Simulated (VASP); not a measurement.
Here is a VASP 6.6.1 calculation.

INCAR

```
SYSTEM = InF
PREC = Accurate
ENCUT = 520
EDIFF = 1E-8
ISMEAR = -1
SIGMA = 0.05
LREAL = .False.
LASPH = .True.
NELM = 80
ALGO = Normal
ISIF = 2
LWAVE = .False.
LCHARG = .False.
GGA = PE
LEFG = .True.
NBANDS = 17
```

File KPOINTS:

```
regular mesh
0
Gamma
  13 13 13
  0 0 0
```

Contents of POSCAR:

```
InF
1.0
    0.0000000000      2.9741353515      2.9741353515
    2.9741353515      0.0000000000      2.9741353515
    2.9741353515      2.9741353515      0.0000000000
In F
1 1
Direct
    0.0000000000      0.0000000000      0.0000000000
    0.2500000000      0.2500000000      0.2500000000
```

Potentials or basis: VASP PAW PBE potentials, release 64 (In_d, F).

Launch:

```console
$ cat potpaw_PBE.64/In_d/POTCAR potpaw_PBE.64/F/POTCAR > POTCAR
$ mpirun -np 1 vasp_std > vasp.out
```

Q: What does it give for the band gap on the k mesh?

A: 1.79 eV, direct.

Q: Predict the pressure.

A: 0.6 GPa.

Caveat: without QUAD_EFG the Cq values of the log hold for a quadrupole moment of 1 mb, not for the nuclei; spin-orbit coupling is left out, which moves the levels of the heavy elements. A k mesh can miss the band edges.
